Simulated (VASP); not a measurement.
# AlRu (P4/mmm) in VASP: notebook, part 2 of 2

VASP 6.6.1. Earlier steps stand in the parts before.

## 4. Single point, PBE (strain -0.0200 x Voigt [0, 0, 1, 0, 0, 0])

Contents of INCAR:

```
PREC     = Accurate       # precision mode
ENCUT    = 520            # plane-wave cutoff, eV
EDIFF    = 1E-6           # SCF threshold, eV
ISMEAR   = 0              # smearing method
SIGMA    = 0.15           # smearing width, eV
LREAL    = False          # projectors in reciprocal space
LASPH    = True           # aspherical terms in the spheres
NELM     = 60             # most SCF steps
ALGO     = Fast           # electronic algorithm
ISIF     = 2              # what is computed and relaxed
LWAVE    = False          # write WAVECAR
LCHARG   = False          # write CHGCAR
GGA      = PE             # functional
NBANDS   = 16             # bands
```

Contents of KPOINTS:

```
Automatic mesh
0
Gamma
  16 16 16
```

Contents of POSCAR:

```
AlRu
1.0
    2.9916000000      0.0000000000      0.0000000000
    0.0000000000      2.9916000000      0.0000000000
    0.0000000000      0.0000000000      2.9317680000
Al Ru
1 1
Direct
    0.0000000000      0.0000000000      0.0000000000
    0.5000000000      0.5000000000      0.5000000000
```

Potentials or basis: VASP PAW PBE potentials, release 64 (Al, Ru_pv).

Run with:

```sh
> cat potpaw_PBE.64/Al/POTCAR potpaw_PBE.64/Ru_pv/POTCAR > POTCAR
> mpirun -np 1 vasp_std > vasp.out
```

OUTCAR:

```text
PREC = Accurate
   ENCUT = 520
   EDIFF = 1E-6
   ISMEAR = 0
   LREAL = False
   LASPH = True
   NELM = 60
   ISIF = 2
   GGA = PE

 ion  position               nearest neighbor table
   1  0.000  0.000  0.000-   2 2.57   2 2.57   2 2.57   2 2.57   2 2.57   2 2.57   2 2.57   2 2.57

   2  0.500  0.500  0.500-   1 2.57   1 2.57   1 2.57   1 2.57   1 2.57   1 2.57   1 2.57   1 2.57

  LATTYP: Found a simple tetragonal cell.
 ALAT       =     2.9916000000
 C/A-ratio  =     0.9800000000

  Lattice vectors:

 A1 = (   2.9916000000,   0.0000000000,   0.0000000000)
 A2 = (   0.0000000000,   2.9916000000,   0.0000000000)
 A3 = (   0.0000000000,   0.0000000000,   2.9317680000)

Analysis of symmetry for initial positions (statically):
=====================================================================
 Subroutine PRICEL returns:
 Original cell was already a primitive cell.

 Routine SETGRP: Setting up the symmetry group for a
 simple tetragonal supercell.

 Subroutine GETGRP returns: Found 16 space group operations
 (whereof 16 operations were pure point group operations)
 out of a pool of 16 trial point group operations.

The static configuration has the point symmetry D_4h.

Analysis of symmetry for dynamics (positions and initial velocities):
=====================================================================
 Subroutine PRICEL returns:
 Original cell was already a primitive cell.

 Routine SETGRP: Setting up the symmetry group for a
 simple tetragonal supercell.

 Subroutine GETGRP returns: Found 16 space group operations
 (whereof 16 operations were pure point group operations)
 out of a pool of 16 trial point group operations.

The dynamic configuration has the point symmetry D_4h.

 Subroutine INISYM returns: Found 16 space group operations
 (whereof 16 operations are pure point group operations),
 and found     1 'primitive' translations

----------------------------------------------------------------------------------------

                                     Primitive cell

  volume of cell :      26.2384

  direct lattice vectors                    reciprocal lattice vectors
     2.991600000  0.000000000  0.000000000     0.334269287  0.000000000  0.000000000
     0.000000000  2.991600000  0.000000000     0.000000000  0.334269287  0.000000000
     0.000000000  0.000000000  2.931768000     0.000000000  0.000000000  0.341091110

  length of vectors
     2.991600000  2.991600000  2.931768000     0.334269287  0.334269287  0.341091110

  position of ions in fractional coordinates (direct lattice)
     0.000000000  0.000000000  0.000000000
     0.500000000  0.500000000  0.500000000

  ion indices of the primitive-cell ions
   primitive index   ion index
                 1           1
                 2           2

----------------------------------------------------------------------------------------

 KPOINTS: Automatic mesh

Automatic generation of k-mesh.
 Grid dimensions read from file:
 generate k-points for:   16   16   16

 Generating k-lattice:

  Cartesian coordinates                     Fractional coordinates (reciprocal lattice)
     0.020891830  0.000000000  0.000000000     0.062500000  0.000000000  0.000000000
     0.000000000  0.020891830  0.000000000     0.000000000  0.062500000  0.000000000
     0.000000000  0.000000000  0.021318194     0.000000000  0.000000000  0.062500000

  Length of vectors
     0.020891830  0.020891830  0.021318194

  Shift w.r.t. Gamma in fractional coordinates (k-lattice)
     0.000000000  0.000000000  0.000000000

 Subroutine IBZKPT returns following result:
 ===========================================

 Found    405 irreducible k-points:

 Following reciprocal coordinates:
            Coordinates               Weight
  0.000000  0.000000  0.000000      1.000000
  0.062500  0.000000  0.000000      4.000000
  0.125000  0.000000  0.000000      4.000000
  0.187500  0.000000  0.000000      4.000000
  0.250000  0.000000  0.000000      4.000000
  0.312500  0.000000  0.000000      4.000000
[... 16 lines left out ...]
  0.437500  0.125000  0.000000      8.000000
  0.500000  0.125000  0.000000      4.000000
 [... further k-points ...]
   k-points           NKPTS =    405   k-points in BZ     NKDIM =    405   number of bands    NBANDS=     16
   number of dos      NEDOS =    301   number of ions     NIONS =      2
   total plane-waves  NPLWV =  13824
   dimension x,y,z NGX =    24 NGY =   24 NGZ =   24
   dimension x,y,z NGXF=    48 NGYF=   48 NGZF=   48
   ions per type =               1   1
   NGX,Y,Z   is equivalent  to a cutoff of  13.34, 13.34, 13.61 a.u.
   NGXF,Y,Z  is equivalent  to a cutoff of  26.67, 26.67, 27.22 a.u.
 SYSTEM =  unknown system
   PREC   = accura    normal or accurate (medium, high low for compatibility)
   ISTART =      0    job   : 0-new  1-cont  2-samecut
   ICHARG =      2    charge: 1-file 2-atom 10-const
   ISPIN  =      1    spin polarized calculation?
   LNONCOLLINEAR =      F non collinear calculations
   LSORBIT =      F    spin-orbit coupling
   LASPH  =      T    aspherical Exc in radial PAW
   ENCUT  =  520.0 eV  38.22 Ry    6.18 a.u.   5.56  5.56  5.45*2*pi/ulx,y,z
   NELM   =     60;   NELMIN=  2; NELMDL= -5     # of ELM steps
   EDIFF  = 0.1E-05   stopping-criterion for ELM
   LREAL  =      F    real-space projection
[... 7 lines left out ...]
   TEBEG  =    0.0;   TEEND  =   0.0 temperature during run
   PSTRESS=    0.0 pullay stress
   NELECT =      17.0000    total number of electrons
   NUPDOWN=      -1.0000    fix difference up-down
   EMIN   =  10.00;   EMAX   =-10.00  energy-range for DOS
   EFERMI =   0.00;   METHOD = LEGACY
   ISMEAR =     0;   SIGMA  =   0.15  broadening in eV -4-tet -1-fermi 0-gaus
   EFERMI_NEDOS =   21; number of points for ismear=-14 and -15
   IALGO  =     68    algorithm
   IMIX   =      4    mixing-type and parameters
     AMIX     =   0.40;   BMIX     =  1.00
     AMIX_MAG =   1.60;   BMIX_MAG =  1.00
  volume/ion in A,a.u.               =      13.12        88.53
  Fermi-wavevector in a.u.,A,eV,Ry     =   1.416595  2.676976 27.303360  2.006740
  Thomas-Fermi vector in A             =   2.537913
   LORBIT       =      0    0 simple, 1 ext, 2 COOP (PROOUT), +10 PAW based schemes
   GGA     = PE    functional components
   LHFCALC =     F    Hartree Fock is set to
   AEXX    =    0.0000 exact exchange contribution
   IVDW    =     0    specifies the selected vdW correction
   LEPSILON=     F    determine dielectric tensor
   LRPA    =     F    only Hartree local field effects (RPA)
 non-spin polarized calculation
 RMM-DIIS sequential band-by-band and
 Gauss-broadening in eV      SIGMA  =   0.15
  energy-cutoff  :      520.00
  volume of cell :       26.24
 maximum number of plane-waves:       731
 NGX is ok and might be reduce to    24
   NGX = 11   NGY = 11   NGZ = 11

 number of electron      16.9999998 magnetization

 Free energy of the ion-electron system (eV)
  ---------------------------------------------------
  ext. energy  EPLUGINS =         0.00000000
  ---------------------------------------------------
  free energy    TOTEN  =       -14.24400826 eV

  energy without entropy =      -14.22557522  energy(sigma->0) =      -14.23479174

 E-fermi :  11.0237     XC(G=0): -12.6698

 val. band max:       11.0187896981   @ k =   0.2500   0.0000   0.1250
 cond. band min:      11.0251775512   @ k =   0.1875   0.1250   0.0000
 fundamental gap:      0.0063878531
 Fermi energy:        11.0237043762

 k-point     1 :       0.0000    0.0000    0.0000
  band No.  band energies     occupation
      1     -30.7738      2.00000
      2     -30.7738      2.00000
      3     -30.7480      2.00000
      4       1.2110      2.00000
      5       7.3234      2.00000
      6       7.3303      2.00000
[... 8 lines left out ...]
     15      23.1295      0.00000
     16      26.5178      0.00000
[... 419 lines left out ...]
 k-point    24 :       0.5000    0.1250    0.0000
  band No.  band energies     occupation
      1     -30.9813      2.00000
      2     -30.7857      2.00000
      3     -30.7278      2.00000
      4       5.3313      2.00000
      5       5.3789      2.00000
      6       8.2809      2.00000
[... 8 lines left out ...]
     15      23.2364      0.00000
     16      23.8732      0.00000

 [... further k-points ...]

------------------------ aborting loop because EDIFF is reached ----------------------------------------

  FORCE on cell =-STRESS in cart. coord.  units (eV):
  Direction    XX          YY          ZZ          XY          YZ          ZX
  --------------------------------------------------------------------------------------
  -------------------------------------------------------------------------------------
  Total        0.9723871      0.9723871      1.5926738      0.0000000     -0.0000000     -0.0000000
  in kB       59.3762970     59.3762970     97.2524980      0.0000000     -0.0000000     -0.0000000
  external PRESSURE =      72.0016974 kB  Pullay stress =       0.0000000 kB

 VOLUME and BASIS-vectors are now :
 -----------------------------------------------------------------------------
  energy-cutoff  :      520.00
  volume of cell :       26.24
      direct lattice vectors                 reciprocal lattice vectors
     2.991600000  0.000000000  0.000000000     0.334269287  0.000000000  0.000000000
     0.000000000  2.991600000  0.000000000     0.000000000  0.334269287  0.000000000
     0.000000000  0.000000000  2.931768000     0.000000000  0.000000000  0.341091110

 POSITION                                       TOTAL-FORCE (eV/Angst)
 -----------------------------------------------------------------------------------
      0.00000      0.00000      0.00000         0.000000      0.000000      0.000000
      1.49580      1.49580      1.46588         0.000000      0.000000      0.000000
 -----------------------------------------------------------------------------------
    total drift:                                0.000000     -0.000000     -0.000000

  FREE ENERGIE OF THE ION-ELECTRON SYSTEM (eV)
  ---------------------------------------------------
  free  energy   TOTEN  =       -14.2440082608 eV

  energy  without entropy=      -14.2255752183  energy(sigma->0) =      -14.23479174
```

Wall time 82 s (1 thread of Intel Xeon 6975P-C, shared host); peak memory 0.28 GiB.

Results:

```yaml
Free_energy: -14.2440 eV
Pressure: 7.2 GPa
```

Levels at points of the mesh, in eV from the Fermi level:
| k point | band 6 | band 7 | band 8 | band 9 | band 10 | band 11 | band 12 | band 13 |
| --- | --- | --- | --- | --- | --- | --- | --- | --- |
| (0.00, 0.00, 0.00) | -3.69 | 0.08 | 0.22 | 0.22 | 5.95 | 5.95 | 6.58 | 11.02 |
| (0.50, 0.00, 0.00) | -2.90 | -1.74 | -1.50 | 0.46 | 2.23 | 7.42 | 10.94 | 11.48 |
| (0.50, 0.50, 0.00) | -1.48 | -1.48 | -1.09 | -1.09 | 1.48 | 5.24 | 6.33 | 11.06 |
| (0.00, 0.00, 0.50) | -2.81 | -1.75 | -1.75 | 0.37 | 2.59 | 7.40 | 10.95 | 10.95 |
| (0.50, 0.00, 0.50) | -1.43 | -1.32 | -1.29 | -1.25 | 1.61 | 5.54 | 6.47 | 10.58 |
| (0.50, 0.50, 0.50) | -4.74 | 1.59 | 1.74 | 2.68 | 4.12 | 4.12 | 4.26 | 8.51 |

Caveat: the cell differs from its parent crystal (strain -0.0200 x Voigt [0, 0, 1, 0, 0, 0]).

## 5. Summary

| cell | further INCAR settings | gap on the mesh (eV) | pressure (GPa) |
| --- | --- | --- | --- |
| a = 2.992, b = 2.992, c = 2.872 Å, 2 atoms | ALGO = Fast; EDIFF = 1e-06; NBANDS = 16 | none | 12.4 |
| a = 2.992, b = 2.992, c = 2.902 Å, 2 atoms | ALGO = Fast; EDIFF = 1e-07; NBANDS = 16 | none | 9.7 |
| a = 2.992, b = 2.992, c = 2.932 Å, 2 atoms | ALGO = Fast; EDIFF = 1e-06; NBANDS = 16 | none | 7.2 |

Alike in all rows: task single point; level PBE; potentials or basis VASP PAW PBE potentials, release 64 (Al, Ru_pv); no spin polarisation; k mesh 16 × 16 × 16; cutoff (eV) 520; smearing gaussian 0.15 eV.

Absolute energies hang on the potentials; compare differences alone.
